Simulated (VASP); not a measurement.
The system is As.

```
As
1.0
     0.00000    3.05806    3.05806
     3.05806    0.00000    3.05806
     3.05806    3.05806    0.00000
As
2
Direct
  0.12500 0.12500 0.12500
  0.87500 0.87500 0.87500
```

This isn't the form of As at room conditions, which is rhombohedral.

Base run:

```yaml
Program: VASP 6.6.1
Functional: PBE
Potentials_or_basis: VASP PAW PBE potentials, release 64 (As)
Cutoff: 520 eV
k_mesh: 5 × 5 × 5
Occupations: fermi-dirac, width 0.1 eV
Spin: no spin polarisation
```

Its results: band gap on the k mesh zero (bands 5 and 6 overlap by 0.65 eV); pressure -0.3 GPa.

Question: The run is repeated on the same cell with these changes: functional from PBE to HSE06. What comes out?

Answer: Band gap on the k mesh zero (bands 5 and 6 overlap by 0.74 eV); pressure -2.2 GPa.

Caveats: the PAW data sets were made with another functional, which shifts forces and pressure a little (at least some runs).
